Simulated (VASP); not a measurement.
Write the native input for VASP 6.6.1 that does the following.

```
Task                   : single point
Functional             : r2SCAN
Potentials or basis    : VASP PAW PBE potentials, release 64 (Cu)
Cutoff                 : 520 eV
k mesh                 : 8 × 8 × 8
Occupations            : fermi-dirac, width 0.1 eV
Spin                   : collinear spin, zero start
Starting moments       : [0.0, 0.0] μB
Dipole correction      : no
Further INCAR settings : ALGO = Normal; EDIFF = 1e-06; NBANDS = 22; ISYM = 0
```

Cu:

```
CELL_PARAMETERS angstrom
-1.81388 -1.81388 -3.62776
1.81388 -1.81388 0.00000
-1.81388 -1.81388 0.00000
ATOMIC_POSITIONS crystal
Cu 0.00000 0.00000 0.00000
Cu 0.50000 0.50000 0.00000
```

One way to write it, as run:

POSCAR

```
Cu
1.0
   -1.8138776400     -1.8138776400     -3.6277552800
    1.8138776400     -1.8138776400      0.0000000000
   -1.8138776400     -1.8138776400      0.0000000000
Cu
2
Direct
    0.0000000000      0.0000000000      0.0000000000
    0.5000000000      0.5000000000      0.0000000000
```

INCAR.step1

```
PREC = Accurate
ENCUT = 520
ISMEAR = -1
SIGMA = 0.1
LREAL = F
LASPH = T
NELM = 150
ISPIN = 2
MAGMOM = 0 0
LMAXMIX = 4
NBANDS = 22
ISYM = 0
GGA = PE
ALGO = Normal
EDIFF = 1E-4
LWAVE = T
LCHARG = F
```

INCAR.step2

```
PREC = Accurate
ENCUT = 520
EDIFF = 1E-6
ISMEAR = -1
SIGMA = 0.1
LREAL = F
LASPH = T
NELM = 150
ALGO = Normal
ISIF = 2
LWAVE = F
LCHARG = T
ISPIN = 2
MAGMOM = 0 0
LORBIT = 11
LMAXMIX = 4
METAGGA = R2SCAN
LMIXTAU = T
LELF = T
LVHAR = T
NBANDS = 22
ISYM = 0
ISTART = 1
```

KPOINTS

```
regular mesh
0
Gamma
  8 8 8
```

Potentials or basis: VASP PAW PBE potentials, release 64 (Cu).

Run with:

```bash
$ cat potpaw_PBE.64/Cu/POTCAR > POTCAR
$ cp INCAR.step1 INCAR
$ mpirun -np 1 vasp_std > vasp.out
$ cp INCAR.step2 INCAR
$ mpirun -np 1 vasp_std > vasp.out
```

Results of the run:

```yaml
Pressure: -5.2 GPa
Band_gap_on_the_k_mesh: zero (filled and empty bands overlap)
Net_moment: 0.00 μB per cell
Valence_electrons_inside_the_program's_atomic_spheres: Cu 10.04
```

Caveat: the k points lie up to 0.37 Å⁻¹ apart; the PAW data sets were made with another functional, which shifts forces and pressure a little.

Run time: 6.5 min on 1 thread of Intel(R) Xeon(R) Platinum 8559C (Emerald Rapids), with other jobs on the host, peak memory 0.29 GiB.
